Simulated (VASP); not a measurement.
Set up this calculation in VASP 6.6.1, as the native input.

```yaml
Task: relaxation of the atoms
Functional: PBEsol
Potentials_or_basis: VASP PAW PBE potentials, release 64 (Sn_d, Nb_sv)
Cutoff: 480 eV
k_mesh: 4 × 4 × 4
Occupations: fermi-dirac, width 0.05 eV
Spin: no spin polarisation
Dipole_correction: no
Second_try: not_converged
Further_INCAR_settings: ALGO = All; EDIFF = 1e-07; IBRION = 2; EDIFFG = -0.01; NSW = 60
```

The structure of Nb3Sn lies in POSCAR:

```
Nb3Sn
1.0
    5.2821000000      0.0000000000      0.0000000000
    0.0000000000      5.2821000000      0.0000000000
    0.0000000000      0.0000000000      5.2821000000
Sn Nb
2 6
Direct
    0.5000000000      0.5000000000      0.5000000000
    0.0000000000      0.0000000000      0.0000000000
    0.0000000000      0.5000000000      0.2500000000
    0.0000000000      0.5000000000      0.7500000000
    0.5000000000      0.2500000000      0.0000000000
    0.7500000000      0.0000000000      0.5000000000
    0.5000000000      0.7500000000      0.0000000000
    0.2500000000      0.0000000000      0.5000000000
```

The input as run:

INCAR

```
ALGO = All
EDIFF = 1E-7
EDIFFG = -0.01
ENCUT = 480
GGA = PS
GGA_COMPAT = False
IBRION = 2
ISEARCH = 1
ISIF = 2
ISMEAR = -1
KPAR = 4
LASPH = True
LCHARG = False
LREAL = False
LWAVE = False
NELM = 300
NELMIN = 4
NSW = 60
PREC = Accurate
SIGMA = 0.05
```

KPOINTS

```
k-points
0
Gamma
  4 4 4
```

Potentials or basis: VASP PAW PBE potentials, release 64 (Sn_d, Nb_sv).

The run is started by

```console
$ cat potpaw_PBE.64/Sn_d/POTCAR potpaw_PBE.64/Nb_sv/POTCAR > POTCAR
$ mpirun -np 4 vasp_std > vasp.out
```

Results of the run:

```
Pressure after relaxing : -2.9 GPa
Band gap on the k mesh  : zero (bands 53 and 54 overlap by 0.57 eV)
```

Caveat: the relaxation stopped at its first step, so nothing moved; the PAW data sets were made with another functional, which shifts forces and pressure a little; spin-orbit coupling is left out, which moves the levels of the heavy elements.

Run time: 3.1 min on 4 MPI ranks on Intel(R) Xeon(R) Platinum 8259CL CPU @ 2.50GHz (Skylake/Cascade Lake), with other jobs on the host, peak memory 0.33 GiB a rank.
